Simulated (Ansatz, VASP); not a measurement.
**One calculation of Be2Sb, two programs**

```xyz
3
Lattice="3.7384 0.0000 0.0000 -1.8692 3.2375 0.0000 0.0000 0.0000 3.5973" Properties=species:S:1:pos:R:3 pbc="T T T"
Be    0.0000    2.1584    1.7986
Be    1.8692    1.0792    1.7986
Sb    0.0000    0.0000    0.0000
```

Alike in both runs: functional PBE; k mesh 12 × 12 × 14; occupations gaussian, width 0.1 eV; no spin polarisation.

Ansatz relaxed the structure, and its values are those at the end. VASP's run is a single point on that final structure, the one shown.

|  | VASP | Ansatz |
| --- | --- | --- |
| version | VASP 6.6.1 | Ansatz 0.2.0 |
| potentials or method | VASP PAW PBE potentials, release 64 (Be, Sb), cutoff 520 eV | scalar-relativistic, plane waves, PAW |
| valence electrons in the cell | 9 | 19 |

```csv
,VASP,Ansatz,Ansatz less VASP
gap on the k mesh at the Fermi level (eV),none,none,-
pressure (GPa),0.1,0.0,-0.08
```

A gap of «none» marks a metal or a gap that the smearing closes. The functional is the same, so the differences come from potentials, cutoffs and numerics. VASP's potentials hold 9 valence electrons a cell and Ansatz's 19, so a difference there can come from the potentials and not from the codes.

Spin-orbit coupling is off throughout.
